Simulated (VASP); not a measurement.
Crystal: Na.

```
Na
1.0
    -2.14100    2.14100    2.14100
     2.14100   -2.14100    2.14100
     2.14100    2.14100   -2.14100
Na
1
Direct
  0.00000 0.00000 0.00000
```

| Item | Value |
| --- | --- |
| Program | VASP 6.6.1 |
| Task | relaxation of volume and atoms at fixed shape |
| Functional | PBE |
| Potentials or basis | VASP PAW PBE potentials, release 64 (Na_pv) |
| Cutoff | 500 eV |
| k mesh | 7 × 7 × 7 |
| Occupations | fermi-dirac, width 0.1 eV |
| Spin | no spin polarisation |

At the start: pressure -0.4 GPa; volume 39.26 Å³/atom.

**Question.** Where does the relaxation end?

**Answer.** Over 3 steps the energy falls by 3.1 meV/atom and the volume is 36.90 Å³/atom (-6.0 %); space group Im-3m (No. 229, to 0.05 Å).

The path:
```
step  energy change (eV)  largest force (eV/Å)  pressure (GPa)  volume (Å³)
   1              0.0000                0.0000           -0.43        39.26
   2             -0.0014                0.0000           -0.33        38.66
   3             -0.0031                0.0000            0.01        36.90
```

Final structure:
```xyz
1
Lattice="-2.0973 2.0973 2.0973 2.0973 -2.0973 2.0973 2.0973 2.0973 -2.0973" Properties=species:S:1:pos:R:3 pbc="T T T"
Na    0.0000    0.0000    0.0000
```
